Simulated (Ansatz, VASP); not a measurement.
**K2S in VASP and in Ansatz**

```xyz
3
Lattice="0.0000 3.6955 3.6955 3.6955 0.0000 3.6955 3.6955 3.6955 0.0000" Properties=species:S:1:pos:R:3 pbc="T T T"
K     1.8478    1.8478    1.8478
K     5.5433    5.5433    5.5433
S     0.0000    0.0000    0.0000
```

Alike in both runs: task single point; functional PBEsol; k mesh 7 × 7 × 7; occupations fermi-dirac, width 0.03 eV; no spin polarisation.

```csv
,VASP,Ansatz
version,VASP 6.6.1,Ansatz 0.2.0
potentials or method,"VASP PAW PBE potentials, release 64 (K_sv, S), cutoff 500 eV","all-electron LAPW, scalar-relativistic"
```

```csv
,VASP,Ansatz,Ansatz less VASP
gap on the k mesh at the Fermi level (eV),2.30,2.30,+0.002
pressure (GPa),-0.4,-0.4,-0.04
```

VASP's potentials were made for PBE, not for PBEsol. Ansatz ran all-electron here, and VASP with PAW potentials.
